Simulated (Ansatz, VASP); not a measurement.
## Two plane-wave programs on Ba

INCAR

```
SYSTEM = Ba
PREC = Accurate
ENCUT = 520
EDIFF = 1E-6
ISMEAR = 0
SIGMA = 0.15
LREAL = .FALSE.
LASPH = .TRUE.
NELM = 100
ALGO = Fast
ISIF = 2
LWAVE = .FALSE.
LCHARG = .FALSE.
GGA = CA
NBANDS = 11
```

File KPOINTS:

```
Automatic mesh
0
G
  16 16 16
  0 0 0
```

POSCAR

```
Ba
1.0
   -2.2273589199      2.2273589199      3.1494855127
    2.2273589199     -2.2273589199      3.1494855127
    2.2273589199      2.2273589199     -3.1494855127
Ba
1
Direct
    0.0000000000      0.0000000000      0.0000000000
```

Input for Ansatz:

```yaml
crystal:
  lattice:
    - [-2.2273589199, 2.2273589199, 3.1494855127]
    - [2.2273589199, -2.2273589199, 3.1494855127]
    - [2.2273589199, 2.2273589199, -3.1494855127]
  atoms:
    - { symbol: Ba, position: [0.0, 0.0, 0.0] }
basis:
  ecutwfc: 420
kpoints:
  mp_grid: { grid: [16, 16, 16] }
hamiltonian:
  xc: lda
scf:
  occupations: { method: gaussian, width: 0.15 }
output:
  forces: true
  stress: true
  eigenvalues: true
```

Alike in both runs: task single point; functional LDA; k mesh 16 × 16 × 16; occupations gaussian, width 0.15 eV; no spin polarisation.

|  | VASP | Ansatz |
| --- | --- | --- |
| version | VASP 6.6.1 | Ansatz 0.2.0 |
| potentials or method | VASP PAW LDA potentials, release 64 (Ba_sv), cutoff 520 eV | scalar-relativistic, plane waves, PAW |
| valence electrons in the cell | 10 | 10 |

Ansatz gave:

| Quantity | Value |
| --- | --- |
| gap on the k mesh at the Fermi level (eV) | none |
| pressure (GPa) | -1.2 |

Q: Which values does VASP return?

A: gap on the k mesh at the Fermi level (eV): none; pressure (GPa): -1.1.

LDA's correlation is that of Perdew and Zunger in VASP and of Perdew and Wang (1992) in Ansatz. A gap of «none» marks a metal or a gap that the smearing closes.

Spin-orbit coupling is off throughout.
